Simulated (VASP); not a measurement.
Here is a VASP 6.6.1 calculation.

File INCAR:

```
ALGO = Normal
EDIFF = 1E-6
ENCUT = 520
GGA = PE
ISIF = 2
ISMEAR = 0
LASPH = T
LCHARG = F
LREAL = Auto
LWAVE = F
NBANDS = 79
NELM = 100
PREC = Accurate
SIGMA = 0.02
```

The input KPOINTS:

```
k-points
0
Gamma
  2 2 2
```

File POSCAR:

```
Si7O16
1.0
   -4.1501000000     -4.1501000000      0.0000000000
    4.1501000000     -4.1501000000      0.0000000000
    0.0000000000      0.0000000000      5.3150000000
Si O
7 16
Direct
    0.5053349317      0.4989570131      0.0030635936
    0.0095778415      0.4988807499      0.2482773283
    0.5046512132      0.4989429170      0.5043283161
    0.0048907255      0.4992142358      0.7544825964
    0.4744259174     -0.0010493723      0.2510380056
   -0.0376775258     -0.0013605696      0.4267522107
    0.4964206887     -0.0010627455      0.7549994356
    0.2044689285      0.4986391894     -0.0044959548
    0.0135308788      0.2133850992      0.2434229539
    0.8079293270      0.4994302547      0.0024257761
    0.0150056625      0.7843601359      0.2432400753
    0.2043836293      0.4986030457      0.5076284102
   -0.0045736247      0.2027823426      0.7263986830
    0.8068789909      0.4994517000      0.4999424271
   -0.0040280957      0.7956242018      0.7260316087
    0.6810440712     -0.0012334643      0.0114968956
    0.4981606467      0.6926817426      0.2544812794
    0.3028788463     -0.0007890171     -0.0070728128
    0.4986619600      0.3052560179      0.2544856068
    0.6837356931     -0.0013087636      0.4934154280
    0.5091270090      0.6940343606      0.7522555033
    0.2978534252     -0.0007420303      0.5065642521
    0.5096906099      0.3038714730      0.7522560677
```

Potentials or basis: VASP PAW PBE potentials, release 64 (Si, O).

The run is started by

```console
$ cat potpaw_PBE.64/Si/POTCAR potpaw_PBE.64/O/POTCAR > POTCAR
$ mpirun -np 1 vasp_std > vasp.out
```

What does it give for the pressure?

18.1 GPa.

Predict the largest force.

4.961 eV/Å.

What does it give for the band gap on the k mesh?

Zero (band 62 reaches 6.71 eV, above the bottom of band 63 at 6.38 eV).

Stress tensor (GPa, compression positive):
```
18.45 -0.64  1.16
-0.64 18.52  1.12
 1.16  1.12 17.46
```

Caveat: the k points lie up to 0.59 Å⁻¹ apart.
